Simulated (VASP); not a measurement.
A run of VASP 6.6.1 is set up as follows.

INCAR

```
SYSTEM = PtS2
PREC = Accurate
ENCUT = 520
EDIFF = 1E-6
ISMEAR = 0
SIGMA = 0.05
LREAL = .FALSE.
LASPH = .TRUE.
NELM = 80
ALGO = Normal
ISIF = 2
LWAVE = .FALSE.
LCHARG = .FALSE.
GGA = PE
IBRION = 2
NSW = 50
EDIFFG = -0.01
```

File KPOINTS:

```
Automatic mesh
0
G
  12 12 6
  0 0 0
```

Contents of POSCAR:

```
PtS2
1.0
    3.7825927194      0.0000000000      0.0000000000
   -1.8912963597      3.2758213872      0.0000000000
    0.0000000000      0.0000000000      6.2730517659
Pt S
1 2
Direct
    0.0000000000      0.0000000000      0.0000000000
    0.3333333333      0.6666666667      0.1889525212
    0.6666666667      0.3333333333      0.8110474788
```

Potentials or basis: VASP PAW PBE potentials, release 64 (Pt, S).

Run with:

```sh
$ cat potpaw_PBE.64/Pt/POTCAR potpaw_PBE.64/S/POTCAR > POTCAR
$ mpirun -np 1 vasp_std > vasp.out
```

(1) Estimate the band gap on the k mesh.

(2) Predict the energy gained by relaxing.

Answers

(1) 1.07 eV (least direct gap 1.12 eV).

(2) 16.5 meV/atom.

Caveat: spin-orbit coupling is left out, which moves the levels of the heavy elements.
